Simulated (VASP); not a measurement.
# ZnO (zincite) (P6_3mc) in VASP: further runs

Aim: see how the results for ZnO (zincite) move with the level of theory and the settings. Levels: PBEsol, LDA. Tasks: relaxation of cell and atoms.

Program: VASP 6.6.1. These are calculated values, not measurements. Logs are shortened: lines on timing, memory, paths and dates and some standing lists are left out, and cuts for length are marked.

## Step 1: The cell of the first run

Symmetry: P6_3mc, No. 186, hexagonal system. The conventional cell has a = 3.249 Å, b = 3.249 Å, c = 5.206 Å, α = 90.00°, β = 90.00°, γ = 120.00°. Within 2.6 Å of Zn (site symmetry 3m) lie 4 O at 1.97 to 1.98 Å. O (site symmetry 3m) has 4 Zn at 1.97 to 1.98 Å within 2.6 Å.

## Step 2: Relaxation of cell and atoms, PBEsol

Contents of INCAR:

```
PREC = Accurate
ENCUT = 600
EDIFF = 1E-6
ISMEAR = -1
SIGMA = 0.02
LREAL = F
LASPH = T
NELM = 100
ALGO = Normal
ISIF = 3
LWAVE = F
LCHARG = F
GGA = PS
IBRION = 2
NSW = 80
EDIFFG = -0.01
```

Contents of KPOINTS:

```
regular mesh
0
Gamma
  12 12 6
```

Contents of POSCAR:

```
ZnO
1.0
    3.2493080000      0.0000000000      0.0000000000
   -1.6246540000      2.8139832700      0.0000000000
    0.0000000000      0.0000000000      5.2057090000
Zn O
2 2
Direct
    0.3333333300      0.6666666700      0.5000000000
    0.6666666700      0.3333333300      0.0000000000
    0.6666666700      0.3333333300      0.3790100000
    0.3333333300      0.6666666700      0.8790100000
```

Potentials or basis: VASP PAW PBE potentials, release 64 (Zn, O).

The run is started by

```
$ cat potpaw_PBE.64/Zn/POTCAR potpaw_PBE.64/O/POTCAR > POTCAR
$ mpirun -np 1 vasp_std > vasp.out
```

OUTCAR:

```text
PREC = Accurate
   ENCUT = 600
   EDIFF = 1E-6
   ISMEAR = -1
   LREAL = F
   LASPH = T
   NELM = 100
   ISIF = 3
   GGA = PS
   IBRION = 2
   NSW = 80
   EDIFFG = -0.01

 ion  position               nearest neighbor table
   1  0.333  0.667  0.500-   4 1.97   3 1.98   3 1.98   3 1.98
   2  0.667  0.333  0.000-   3 1.97   4 1.98   4 1.98   4 1.98
   3  0.667  0.333  0.379-   2 1.97   1 1.98   1 1.98   1 1.98
   4  0.333  0.667  0.879-   1 1.97   2 1.98   2 1.98   2 1.98

  LATTYP: Found a hexagonal cell.
 ALAT       =     3.2493080000
 C/A-ratio  =     1.6020977390

  Lattice vectors:

 A1 = (   3.2493080000,   0.0000000000,   0.0000000000)
 A2 = (  -1.6246540000,   2.8139832700,   0.0000000000)
 A3 = (   0.0000000000,   0.0000000000,   5.2057090000)

Analysis of symmetry for initial positions (statically):
=====================================================================
 Subroutine PRICEL returns:
 Original cell was already a primitive cell.

 Routine SETGRP: Setting up the symmetry group for a
 hexagonal supercell.

 Subroutine GETGRP returns: Found 12 space group operations
 (whereof  6 operations were pure point group operations)
 out of a pool of 24 trial point group operations.

The static configuration has the point symmetry C_3v.
 The point group associated with its full space group is C_6v.

Analysis of symmetry for dynamics (positions and initial velocities):
=====================================================================
 Subroutine PRICEL returns:
 Original cell was already a primitive cell.

 Routine SETGRP: Setting up the symmetry group for a
 hexagonal supercell.

 Subroutine GETGRP returns: Found 12 space group operations
 (whereof  6 operations were pure point group operations)
 out of a pool of 24 trial point group operations.

The dynamic configuration has the point symmetry C_3v.
 The point group associated with its full space group is C_6v.

 Subroutine INISYM returns: Found 12 space group operations
 (whereof  6 operations are pure point group operations),
 and found     1 'primitive' translations

----------------------------------------------------------------------------------------

                                     Primitive cell

  volume of cell :      47.5984

  direct lattice vectors                    reciprocal lattice vectors
     3.249308000  0.000000000  0.000000000     0.307757836  0.177684070  0.000000000
    -1.624654000  2.813983270  0.000000000     0.000000000  0.355368140  0.000000000
     0.000000000  0.000000000  5.205709000     0.000000000  0.000000000  0.192096792

  length of vectors
     3.249308000  3.249307998  5.205709000     0.355368140  0.355368140  0.192096792

  position of ions in fractional coordinates (direct lattice)
     0.333333330  0.666666670  0.500000000
     0.666666670  0.333333330  0.000000000
     0.666666670  0.333333330  0.379010000
     0.333333330  0.666666670  0.879010000

  ion indices of the primitive-cell ions
   primitive index   ion index
                 1           1
                 2           2
                 3           3
                 4           4

----------------------------------------------------------------------------------------

 KPOINTS: regular mesh

Automatic generation of k-mesh.
 Grid dimensions read from file:
 generate k-points for:   12   12    6

 Generating k-lattice:

  Cartesian coordinates                     Fractional coordinates (reciprocal lattice)
     0.025646486  0.014807006  0.000000000     0.083333333  0.000000000  0.000000000
     0.000000000  0.029614012  0.000000000     0.000000000  0.083333333  0.000000000
     0.000000000  0.000000000  0.032016132     0.000000000  0.000000000  0.166666667

  Length of vectors
     0.029614012  0.029614012  0.032016132

  Shift w.r.t. Gamma in fractional coordinates (k-lattice)
     0.000000000  0.000000000  0.000000000

 Subroutine IBZKPT returns following result:
 ===========================================

 Found     76 irreducible k-points:

 Following reciprocal coordinates:
            Coordinates               Weight
  0.000000  0.000000  0.000000      1.000000
  0.083333  0.000000  0.000000      6.000000
  0.166667  0.000000  0.000000      6.000000
  0.250000  0.000000  0.000000      6.000000
  0.333333  0.000000  0.000000      6.000000
  0.416667  0.000000  0.000000      6.000000
[... 16 lines left out ...]
  0.250000  0.000000  0.166667     12.000000
  0.333333  0.000000  0.166667     12.000000
 [... further k-points ...]
   k-points           NKPTS =     76   k-points in BZ     NKDIM =     76   number of bands    NBANDS=     22
   number of dos      NEDOS =    301   number of ions     NIONS =      4
   total plane-waves  NPLWV =  32928
   dimension x,y,z NGX =    28 NGY =   28 NGZ =   42
   dimension x,y,z NGXF=    56 NGYF=   56 NGZF=   84
   ions per type =               2   2
   NGX,Y,Z   is equivalent  to a cutoff of  14.33, 14.33, 13.41 a.u.
   NGXF,Y,Z  is equivalent  to a cutoff of  28.65, 28.65, 26.83 a.u.
 SYSTEM =  unknown system
   PREC   = accura    normal or accurate (medium, high low for compatibility)
   ISTART =      0    job   : 0-new  1-cont  2-samecut
   ICHARG =      2    charge: 1-file 2-atom 10-const
   ISPIN  =      1    spin polarized calculation?
   LNONCOLLINEAR =      F non collinear calculations
   LSORBIT =      F    spin-orbit coupling
   LASPH  =      T    aspherical Exc in radial PAW
   ENCUT  =  600.0 eV  44.10 Ry    6.64 a.u.   6.49  6.49 10.40*2*pi/ulx,y,z
   NELM   =    100;   NELMIN=  2; NELMDL= -5     # of ELM steps
   EDIFF  = 0.1E-05   stopping-criterion for ELM
   LREAL  =      F    real-space projection
   EDIFFG = -.1E-01   stopping-criterion for IOM
   NSW    =     80    number of steps for IOM
   IBRION =      2    ionic relax: 0-MD 1-quasi-New 2-CG
   NFREE  =      1    steps in history (QN), initial steepest desc. (CG)
   ISIF   =      3    stress and relaxation
   ISYM   =      2    0-nonsym 1-usesym 2-fastsym
   POTIM  = 0.5000    time-step for ionic-motion
   TEBEG  =    0.0;   TEEND  =   0.0 temperature during run
   PSTRESS=    0.0 pullay stress
   NELECT =      36.0000    total number of electrons
   NUPDOWN=      -1.0000    fix difference up-down
   EMIN   =  10.00;   EMAX   =-10.00  energy-range for DOS
   EFERMI =   0.00;   METHOD = LEGACY
   ISMEAR =    -1;   SIGMA  =   0.02  broadening in eV -4-tet -1-fermi 0-gaus
   EFERMI_NEDOS =   21; number of points for ismear=-14 and -15
   IALGO  =     38    algorithm
   IMIX   =      4    mixing-type and parameters
     AMIX     =   0.40;   BMIX     =  1.00
     AMIX_MAG =   1.60;   BMIX_MAG =  1.00
  volume/ion in A,a.u.               =      11.90        80.30
  Fermi-wavevector in a.u.,A,eV,Ry     =   1.491574  2.818667 30.270160  2.224794
  Thomas-Fermi vector in A             =   2.604212
   LORBIT       =      0    0 simple, 1 ext, 2 COOP (PROOUT), +10 PAW based schemes
   GGA     = PS    functional components
   LHFCALC =     F    Hartree Fock is set to
   AEXX    =    0.0000 exact exchange contribution
   IVDW    =     0    specifies the selected vdW correction
   LEPSILON=     F    determine dielectric tensor
   LRPA    =     F    only Hartree local field effects (RPA)
 conjugate gradient relaxation of ions
 non-spin polarized calculation
  energy-cutoff  :      600.00
  volume of cell :       47.60
 maximum number of plane-waves:      1617
 NGX is ok and might be reduce to    28
   NGX = 13   NGY = 13   NGZ = 21

--------------------------------------- Ionic step        1  -------------------------------------------

 number of electron      36.0000008 magnetization

 Free energy of the ion-electron system (eV)
  ---------------------------------------------------
  ext. energy  EPLUGINS =         0.00000000
  ---------------------------------------------------
  free energy    TOTEN  =       -19.41416273 eV

  energy without entropy =      -19.41416273  energy(sigma->0) =      -19.41416273

------------------------ aborting loop because EDIFF is reached ----------------------------------------

  FORCE on cell =-STRESS in cart. coord.  units (eV):
  Direction    XX          YY          ZZ          XY          YZ          ZX
  --------------------------------------------------------------------------------------
  -------------------------------------------------------------------------------------
  Total       -0.3684700     -0.3684700      0.1421185      0.0000000      0.0000000     -0.0000000
  in kB      -12.4028183    -12.4028183      4.7837555      0.0000000      0.0000000     -0.0000000
  external PRESSURE =      -6.6739604 kB  Pullay stress =       0.0000000 kB

 VOLUME and BASIS-vectors are now :
 -----------------------------------------------------------------------------
  energy-cutoff  :      600.00
  volume of cell :       47.60
      direct lattice vectors                 reciprocal lattice vectors
     3.249308000  0.000000000  0.000000000     0.307757836  0.177684070  0.000000000
    -1.624654000  2.813983270  0.000000000     0.000000000  0.355368140  0.000000000
     0.000000000  0.000000000  5.205709000     0.000000000  0.000000000  0.192096792
[... 191 lines left out ...]
 POSITION                                       TOTAL-FORCE (eV/Angst)
 -----------------------------------------------------------------------------------
     -0.00000      1.86956      2.60853         0.000000     -0.000000      0.015776
      1.61909      0.93478      5.21890        -0.000000     -0.000000      0.015776
      1.61909      0.93478      1.98057        -0.000000      0.000000     -0.015776
     -0.00000      1.86956      4.59094         0.000000      0.000000     -0.015776
 -----------------------------------------------------------------------------------
    total drift:                                0.000004     -0.000002      0.000358

  FREE ENERGIE OF THE ION-ELECTRON SYSTEM (eV)
  ---------------------------------------------------
  free  energy   TOTEN  =       -19.4158357210 eV

  energy  without entropy=      -19.4158357209  energy(sigma->0) =      -19.41583572

--------------------------------------- Ionic step        7  -------------------------------------------

 number of electron      36.0000009 magnetization

 Free energy of the ion-electron system (eV)
  ---------------------------------------------------
  ext. energy  EPLUGINS =         0.00000000
  ---------------------------------------------------
  free energy    TOTEN  =       -19.41587283 eV

  energy without entropy =      -19.41587283  energy(sigma->0) =      -19.41587283

 E-fermi :   1.4403     XC(G=0): -11.2069

 val. band max:        1.0872236526   @ k =   0.0000   0.0000   0.0000
 cond. band min:       1.7701446736   @ k =   0.0000   0.0000   0.0000
 fundamental gap:      0.6829210210
 Fermi energy:         1.4403159125

 k-point     1 :       0.0000    0.0000    0.0000
  band No.  band energies     occupation
      1     -16.9906      2.00000
      2     -16.2444      2.00000
      3      -4.6671      2.00000
      4      -4.6510      2.00000
      5      -4.6510      2.00000
      6      -4.6015      2.00000
[... 14 lines left out ...]
     21       9.1721      0.00000
     22      13.8828      0.00000
[... 552 lines left out ...]
  band No.  band energies     occupation
      1     -16.4675      2.00000
      2     -16.0966      2.00000
      3      -5.0255      2.00000
      4      -4.7337      2.00000
      5      -4.4139      2.00000
      6      -4.2706      2.00000
[... 14 lines left out ...]
     21       9.2932      0.00000
     22       9.8522      0.00000

 [... further k-points ...]
[... 5 lines left out ...]
  --------------------------------------------------------------------------------------
  -------------------------------------------------------------------------------------
  Total       -0.0212068     -0.0212068     -0.0300630      0.0000000     -0.0000000      0.0000000
  in kB       -0.7166421     -0.7166421     -1.0159189      0.0000000     -0.0000000      0.0000000
  external PRESSURE =      -0.8164010 kB  Pullay stress =       0.0000000 kB

 VOLUME and BASIS-vectors are now :
 -----------------------------------------------------------------------------
  energy-cutoff  :      600.00
  volume of cell :       47.41
      direct lattice vectors                 reciprocal lattice vectors
     3.237680731  0.000000000 -0.000000000     0.308863067  0.178322175  0.000000000
    -1.618840366  2.803913760  0.000000000    -0.000000000  0.356644350  0.000000000
     0.000000000 -0.000000000  5.222583935     0.000000000  0.000000000  0.191476099

 POSITION                                       TOTAL-FORCE (eV/Angst)
 -----------------------------------------------------------------------------------
     -0.00000      1.86928      2.61027        -0.000000     -0.000000      0.009622
      1.61884      0.93464      5.22156         0.000000     -0.000000      0.009622
      1.61884      0.93464      1.98043         0.000000      0.000000     -0.009622
     -0.00000      1.86928      4.59172        -0.000000      0.000000     -0.009622
 -----------------------------------------------------------------------------------
    total drift:                                0.000004     -0.000002     -0.000216

  FREE ENERGIE OF THE ION-ELECTRON SYSTEM (eV)
  ---------------------------------------------------
  free  energy   TOTEN  =       -19.4158728349 eV

  energy  without entropy=      -19.4158728348  energy(sigma->0) =      -19.41587283

 reached required accuracy - stopping structural energy minimisation
```

Run time: 2.2 min. Hardware: 1 thread of Intel Xeon 6975P-C (Granite Rapids), shared host; peak memory 0.23 GiB.

Results:

```yaml
Free_energy: -19.4159 eV
Relaxed_volume: 11.85 Å³/atom
Relaxed_cell: a = 3.238 Å, b = 3.238 Å, c = 5.223 Å, α = 90.00°, β = 90.00°, γ = 120.00°
Space_group_after_relaxing_to_0.05_Å: P6_3mc (No. 186)
Energy_gained_by_relaxing: 0.4 meV/atom
Ionic_steps: 7
Pressure_after_relaxing: -0.1 GPa
Largest_force_after_relaxing: 0.010 eV/Å
Band_gap_on_the_k_mesh: 0.68 eV, direct
```

Forces in eV/Å, atoms in the order of the input:
```
Zn   0.000  0.000  0.010
Zn   0.000  0.000  0.010
O    0.000  0.000 -0.010
O    0.000  0.000 -0.010
```

Step by step:
```
step  energy change (eV)  largest force (eV/Å)  pressure (GPa)  volume (Å³)
   1              0.0000                0.0650           -0.67        47.60
   2             -0.0014                0.0327            0.43        47.26
   3             -0.0016                0.0058            0.06        47.35
   4             -0.0016                0.0082            0.10        47.34
   5             -0.0017                0.0123            0.03        47.38
   6             -0.0017                0.0158           -0.07        47.41
   7             -0.0017                0.0096           -0.08        47.41
```

Final structure:
```
CELL_PARAMETERS angstrom
3.23768 0.00000 0.00000
-1.61884 2.80391 0.00000
0.00000 0.00000 5.22258
ATOMIC_POSITIONS crystal
Zn 0.33333 0.66667 0.49980
Zn 0.66667 0.33333 0.99980
O 0.66667 0.33333 0.37921
O 0.33333 0.66667 0.87921
```

Caveat: the PAW data sets were made with another functional, which shifts forces and pressure a little.

## Step 3: Relaxation of cell and atoms, LDA

Contents of INCAR:

```
PREC = Accurate ; ENCUT = 600
EDIFF = 1E-6 ; ISMEAR = -1
SIGMA = 0.02 ; LREAL = F
LASPH = T ; NELM = 80
ALGO = Normal ; ISIF = 3
LWAVE = F ; LCHARG = F
IBRION = 2 ; NSW = 80
EDIFFG = -0.01
```

KPOINTS is that of step 2.

POSCAR is that of step 2.

Potentials or basis: VASP PAW LDA potentials, release 64 (Zn, O).

The run is started by

```
$ cat potpaw_LDA.64/Zn/POTCAR potpaw_LDA.64/O/POTCAR > POTCAR
$ mpirun -np 1 vasp_std > vasp.out
```

Run time: 3.2 min. Hardware: 1 thread of Intel Xeon 6975P-C (Granite Rapids), shared host; peak memory 0.22 GiB.

The run converged. Its results:

- Free energy: -21.1679 eV
- Relaxed volume: 11.41 Å³/atom
- Relaxed cell: a = 3.194 Å, b = 3.194 Å, c = 5.164 Å, α = 90.00°, β = 90.00°, γ = 120.00°
- Space group after relaxing (to 0.05 Å): P6_3mc (No. 186)
- Energy gained by relaxing: 10.4 meV/atom
- Ionic steps: 11
- Pressure after relaxing: 0.0 GPa
- Largest force after relaxing: 0.004 eV/Å
- Band gap on the k mesh: 0.80 eV, direct

Forces on the atoms (eV/Å):
```
Zn   0.000  0.000 -0.004
Zn   0.000  0.000 -0.004
O    0.000  0.000  0.004
O    0.000  0.000  0.004
```

Step by step:
```
step  energy change (eV)  largest force (eV/Å)  pressure (GPa)  volume (Å³)
   1              0.0000                0.0553           -6.25        47.60
   2             -0.0262                0.0409            4.41        44.47
   3             -0.0413                0.0022            0.05        45.61
   4             -0.0413                0.0041           -0.06        45.65
   5             -0.0414                0.0189           -0.27        45.66
   6             -0.0414                0.0186           -0.16        45.66
   7             -0.0415                0.0187            0.08        45.59
   8             -0.0415                0.0189            0.09        45.58
   9             -0.0416                0.0021            0.15        45.58
  10             -0.0416                0.0028            0.07        45.59
  11             -0.0416                0.0037            0.00        45.62
```

Final structure:
```xyz
4
Lattice="3.1941 0.0000 0.0000 -1.5970 2.7661 0.0000 0.0000 0.0000 5.1640" Properties=species:S:1:pos:R:3 pbc="T T T"
Zn    0.0000    1.8441    2.5838
Zn    1.5970    0.9220    0.0018
O     1.5970    0.9220    1.9554
O     0.0000    1.8441    4.5374
```

Levels at points of the mesh, in eV from the valence-band top:
```csv
k point,band 15,band 16,band 17,band 18,band 19,band 20,band 21,band 22
"(0.00, 0.00, 0.00)",-0.85,-0.10,0.00,0.00,0.80,5.27,8.18,12.94
"(0.50, 0.00, 0.00)",-3.01,-2.43,-1.39,-0.90,5.87,6.77,7.44,8.67
"(0.00, 0.00, 0.50)",-0.42,-0.42,-0.42,-0.42,3.48,3.48,10.03,10.03
"(0.50, 0.00, 0.50)",-1.61,-1.61,-1.49,-1.49,5.63,5.63,8.54,8.54
```

LDA usually gives volumes a few per cent too small. Zero-point motion and thermal expansion aren't in these numbers.
